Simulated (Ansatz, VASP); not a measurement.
One calculation of MgS, two programs

Contents of INCAR:

```
SYSTEM = MgS
ALGO = Normal
EDIFF = 1E-6
ENCUT = 520
GGA = PE
ISIF = 2
ISMEAR = 0
LASPH = .True.
LCHARG = .True.
LELF = .True.
LREAL = .False.
LVHAR = .True.
LWAVE = .False.
NBANDS = 11
NELM = 100
PREC = Accurate
SIGMA = 0.05
```

File KPOINTS:

```
k-points
0
Gamma
  8 8 8
  0 0 0
```

File POSCAR:

```
MgS
1.0
    0.0000000000      2.6406747500      2.5236005000
    2.6406747500      0.0000000000      2.5236005000
    2.6406747500      2.6406747500      0.0000000000
Mg S
1 1
Direct
    0.0000000000      0.0000000000      0.0000000000
    0.5000000000      0.5000000000      0.5000000000
```

Input for Ansatz:

```yaml
crystal:
  lattice:
    - [0.0, 2.64067475, 2.5236005]
    - [2.64067475, 0.0, 2.5236005]
    - [2.64067475, 2.64067475, 0.0]
  atoms:
    - { symbol: Mg, position: [0.0, 0.0, 0.0] }
    - { symbol: S, position: [0.5, 0.5, 0.5] }
basis:
  ecutwfc: 420
kpoints:
  mp_grid: { grid: [8, 8, 8] }
hamiltonian:
  xc: pbe
scf:
  occupations: { method: gaussian, width: 0.05 }
output:
  forces: true
  stress: true
  eigenvalues: true
```

Change from the starting cell: strain +0.015 along x and y, -0.030 along z, atoms carried along.

Alike in both runs: task single point; functional PBE; k mesh 8 × 8 × 8; occupations gaussian, width 0.05 eV; no spin polarisation.

|  | VASP | Ansatz |
| --- | --- | --- |
| version | VASP 6.6.1 | Ansatz 0.2.0 |
| potentials or method | VASP PAW PBE potentials, release 64 (Mg, S), cutoff 520 eV | scalar-relativistic, plane waves, PAW |
| valence electrons in the cell | 8 | 16 |

```tsv
	VASP	Ansatz	Ansatz less VASP
gap on the k mesh at the Fermi level (eV)	2.58	2.60	+0.015
least direct gap on the mesh (eV)	3.65	3.66	+0.012
pressure (GPa)	1.3	1.6	+0.30
traceless stress, the component that is largest in VASP (GPa)	3.44	3.45	+0.017
```

VASP's potentials hold 8 valence electrons a cell and Ansatz's 16, so a difference there can come from the potentials and not from the codes.
